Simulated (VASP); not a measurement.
# Ru (Pm-3m) in VASP: further runs, part 2 of 2

VASP 6.6.1. The steps go on from the part before.

**3. Single point, PBEsol**

This run uses another cell than the first one, of 15.27 Å³/atom, 1.043 times its volume.

INCAR reads:

```
SYSTEM = Ru
ALGO     = Normal         ! electronic algorithm
EDIFF    = 1E-7           ! SCF threshold, eV
ENCUT    = 520            ! plane-wave cutoff, eV
GGA      = PS             ! functional
ISIF     = 2              ! what is computed and relaxed
ISMEAR   = -1             ! smearing method
LASPH    = .TRUE.         ! aspherical terms in the spheres
LCHARG   = .FALSE.        ! write CHGCAR
LREAL    = .FALSE.        ! projectors in reciprocal space
LWAVE    = .FALSE.        ! write WAVECAR
NBANDS   = 13             ! bands
NELM     = 100            ! most SCF steps
PREC     = Accurate       ! precision mode
SIGMA    = 0.1            ! smearing width, eV
```

KPOINTS reads:

```
k-points
0
G
  21 21 21
  0 0 0
```

POSCAR reads:

```
Ru
1.0
    2.4809936697      0.0000000000      0.0000000000
    0.0000000000      2.4809936697      0.0000000000
    0.0000000000      0.0000000000      2.4809936697
Ru
1
Direct
    0.0000000000      0.0000000000      0.0000000000
```

Potentials or basis: VASP PAW PBE potentials, release 64 (Ru_pv).

Run with:

```
cat potpaw_PBE.64/Ru_pv/POTCAR > POTCAR
mpirun -np 1 vasp_std > vasp.out
```

OUTCAR:

```text
SYSTEM = Ru
   EDIFF = 1E-7
   ENCUT = 520
   GGA = PS
   ISIF = 2
   ISMEAR = -1
   LASPH = .TRUE.
   LREAL = .FALSE.
   NELM = 100
   PREC = Accurate

 ion  position               nearest neighbor table
   1  0.000  0.000  0.000-

  LATTYP: Found a simple cubic cell.
 ALAT       =     2.4809936697

  Lattice vectors:

 A1 = (   2.4809936697,   0.0000000000,   0.0000000000)
 A2 = (   0.0000000000,   2.4809936697,   0.0000000000)
 A3 = (   0.0000000000,   0.0000000000,   2.4809936697)

Analysis of symmetry for initial positions (statically):
=====================================================================
 Subroutine PRICEL returns:
 Original cell was already a primitive cell.

 Routine SETGRP: Setting up the symmetry group for a
 simple cubic supercell.

 Subroutine GETGRP returns: Found 48 space group operations
 (whereof 48 operations were pure point group operations)
 out of a pool of 48 trial point group operations.

The static configuration has the point symmetry O_h .

Analysis of symmetry for dynamics (positions and initial velocities):
=====================================================================
 Subroutine PRICEL returns:
 Original cell was already a primitive cell.

 Routine SETGRP: Setting up the symmetry group for a
 simple cubic supercell.

 Subroutine GETGRP returns: Found 48 space group operations
 (whereof 48 operations were pure point group operations)
 out of a pool of 48 trial point group operations.

The dynamic configuration has the point symmetry O_h .

 Subroutine INISYM returns: Found 48 space group operations
 (whereof 48 operations are pure point group operations),
 and found     1 'primitive' translations

----------------------------------------------------------------------------------------
[... 114 lines left out ...]
  Thomas-Fermi vector in A             =   2.689056
   LORBIT       =      0    0 simple, 1 ext, 2 COOP (PROOUT), +10 PAW based schemes
   GGA     = PS    functional components
   LHFCALC =     F    Hartree Fock is set to
   AEXX    =    0.0000 exact exchange contribution
   IVDW    =     0    specifies the selected vdW correction
   LEPSILON=     F    determine dielectric tensor
   LRPA    =     F    only Hartree local field effects (RPA)
 non-spin polarized calculation
  energy-cutoff  :      520.00
  volume of cell :       15.27
 maximum number of plane-waves:       437
   NGX =  9   NGY =  9   NGZ =  9

 number of electron      13.9999994 magnetization

 Free energy of the ion-electron system (eV)
  ---------------------------------------------------
  ext. energy  EPLUGINS =         0.00000000
  ---------------------------------------------------
  free energy    TOTEN  =        -8.96833246 eV

  energy without entropy =       -8.92067293  energy(sigma->0) =       -8.94450270

 E-fermi :  10.9374     XC(G=0): -13.4091

 val. band max:       10.9369805214   @ k =   0.3333   0.3333   0.0000
 cond. band min:      10.9484251674   @ k =   0.4762   0.2381   0.1905
 fundamental gap:      0.0114446459
 Fermi energy:        10.9374217105

 k-point     1 :       0.0000    0.0000    0.0000
  band No.  band energies     occupation
      1     -31.4301      2.00000
      2     -31.4301      2.00000
      3     -31.4301      2.00000
      4       3.5184      2.00000
      5       5.3341      2.00000
      6       5.3341      2.00000
      7      12.6657      0.00000
      8      12.6657      0.00000
      9      12.6657      0.00000
     10      21.6939      0.00000
     11      27.7807      0.00000
     12      27.7807      0.00000
     13      27.7807      0.00000
[... 354 lines left out ...]
  band No.  band energies     occupation
      1     -31.8080      2.00000
      2     -31.5027      2.00000
      3     -31.3877      2.00000
      4       4.7265      2.00000
      5       5.8160      2.00000
      6       6.6900      2.00000
      7      11.3294      0.03891
      8      11.6637      0.00140
      9      12.4710      0.00000
     10      21.6926      0.00000
     11      23.9524      0.00000
     12      27.7927      0.00000
     13      30.2170      0.00000

 [... further k-points ...]

------------------------ aborting loop because EDIFF is reached ----------------------------------------

  FORCE on cell =-STRESS in cart. coord.  units (eV):
  Direction    XX          YY          ZZ          XY          YZ          ZX
  --------------------------------------------------------------------------------------
  -------------------------------------------------------------------------------------
  Total        0.0217497      0.0217497      0.0217497      0.0000000     -0.0000000      0.0000000
  in kB        2.2818447      2.2818447      2.2818447      0.0000000     -0.0000000      0.0000000
  external PRESSURE =       2.2818447 kB  Pullay stress =       0.0000000 kB

 VOLUME and BASIS-vectors are now :
 -----------------------------------------------------------------------------
  energy-cutoff  :      520.00
  volume of cell :       15.27
      direct lattice vectors                 reciprocal lattice vectors
     2.480993670  0.000000000  0.000000000     0.403064309  0.000000000  0.000000000
     0.000000000  2.480993670  0.000000000     0.000000000  0.403064309  0.000000000
     0.000000000  0.000000000  2.480993670     0.000000000  0.000000000  0.403064309

 POSITION                                       TOTAL-FORCE (eV/Angst)
 -----------------------------------------------------------------------------------
      0.00000      0.00000      0.00000         0.000000      0.000000      0.000000
 -----------------------------------------------------------------------------------
    total drift:                                0.000000      0.000000      0.000000

  FREE ENERGIE OF THE ION-ELECTRON SYSTEM (eV)
  ---------------------------------------------------
  free  energy   TOTEN  =        -8.9683324649 eV

  energy  without entropy=       -8.9206729289  energy(sigma->0) =       -8.94450270
```

OSZICAR:

```text
N       E                     dE             d eps       ncg     rms          rms(c)
DAV:   1     0.108477691867E+03    0.10848E+03   -0.83900E+03  7446   0.112E+03
DAV:   2    -0.814725263967E+01   -0.11662E+03   -0.11155E+03  8076   0.322E+02
DAV:   3    -0.943248760609E+01   -0.12852E+01   -0.12797E+01  8546   0.375E+01
DAV:   4    -0.943656455271E+01   -0.40769E-02   -0.40769E-02  8041   0.228E+00
DAV:   5    -0.943659376807E+01   -0.29215E-04   -0.29215E-04  8556   0.176E-01    0.118E+01
DAV:   6    -0.899387695684E+01    0.44272E+00   -0.83264E-01  7556   0.111E+01    0.373E+00
DAV:   7    -0.897108912571E+01    0.22788E-01   -0.41624E-02  8191   0.222E+00    0.129E+00
DAV:   8    -0.896858850343E+01    0.25006E-02   -0.45262E-03  7671   0.864E-01    0.218E-01
DAV:   9    -0.896833337780E+01    0.25513E-03   -0.16585E-04  8081   0.173E-01    0.198E-02
DAV:  10    -0.896833239421E+01    0.98359E-06   -0.40573E-06  8101   0.228E-02    0.206E-03
DAV:  11    -0.896833251267E+01   -0.11846E-06   -0.33507E-07  8086   0.751E-03    0.469E-04
DAV:  12    -0.896833246487E+01    0.47807E-07   -0.42669E-09  3933   0.839E-04
   1 F= -.89683325E+01 E0= -.89445027E+01  d E =-.476595E-01
```

stdout:

```text
POSCAR found type information on POSCAR Ru
 POSCAR found :  1 types and       1 ions
 scaLAPACK will be used
 -----------------------------------------------------------------------------
|                                                                             |
|                                                                             |
|     You enforced a specific xc type in the INCAR file but a different       |
|     I HOPE YOU KNOW WHAT YOU ARE DOING!                                     |
|                                                                             |
 -----------------------------------------------------------------------------

 LDA part: xc-table for (Slater+PW92), standard interpolation
 POSCAR, INCAR and KPOINTS ok, starting setup
 FFT: planning ... GRIDC
 FFT: planning ... GRID_SOFT
 FFT: planning ... GRID
 WAVECAR not read
 entering main loop
```

Wall time 22 s (1 thread of Intel Xeon 6975P-C, shared host); peak memory 0.16 GiB.

Results:

```yaml
Free_energy: -8.9683 eV
Pressure: 0.2 GPa
Band_gap_on_the_k_mesh: zero (band 7 reaches 14.75 eV, above the bottom of band 8 at 9.85 eV)
```

Levels at points of the mesh, in eV from the Fermi level:
| k point | band 3 | band 4 | band 5 | band 6 | band 7 | band 8 | band 9 | band 10 | band 11 | band 12 |
| --- | --- | --- | --- | --- | --- | --- | --- | --- | --- | --- |
| (0.00, 0.00, 0.00) | -42.37 | -7.42 | -5.60 | -5.60 | 1.73 | 1.73 | 1.73 | 10.76 | 16.84 | 16.84 |

Caveat: the PAW data sets were made with another functional, which shifts forces and pressure a little.
